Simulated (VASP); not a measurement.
**PbS: single point with PBE**

Crystal: PbS.

```
Pb S
1.0
     0.00000    2.92493    2.92493
     2.92493    0.00000    2.92493
     2.92493    2.92493    0.00000
Pb S
1 1
Direct
  0.00000 0.00000 0.00000
  0.50000 0.50000 0.50000
```

This cell differs from its parent crystal: volume scaled by 0.96.

```json
{"Program": "VASP 6.6.1", "Task": "single point", "Functional": "PBE", "Potentials or basis": "VASP PAW PBE potentials, release 64 (Pb_d, S)", "Cutoff": "520 eV", "k mesh": "8 × 8 × 8", "Occupations": "fermi-dirac, width 0.01 eV", "Spin": "no spin polarisation", "Dipole correction": "no", "Further INCAR settings": "ALGO = Normal; EDIFF = 1e-07; NBANDS = 17"}
```

* Pressure: 5.0 GPa
* Band gap on the k mesh: 0.20 eV, direct

Levels at points of the mesh, in eV from the valence-band top:
```csv
k point,band 7,band 8,band 9,band 10,band 11,band 12,band 13,band 14
"(0.00, 0.00, 0.00)",-6.01,-2.44,-2.44,-2.44,5.28,5.28,5.28,6.57
"(0.50, 0.00, 0.00)",-9.16,-2.01,-2.01,0.00,0.20,1.81,1.81,8.66
"(0.50, 0.50, 0.00)",-7.32,-5.62,-3.78,-3.78,3.62,5.66,5.79,5.79
```

Run time: 9.1 s on 1 thread of Intel(R) Xeon(R) 6975P-C (Granite Rapids), with other jobs on the host, peak memory 0.18 GiB.

Caveat: spin-orbit coupling is left out, which moves the levels of the heavy elements. A k mesh can miss the band edges.
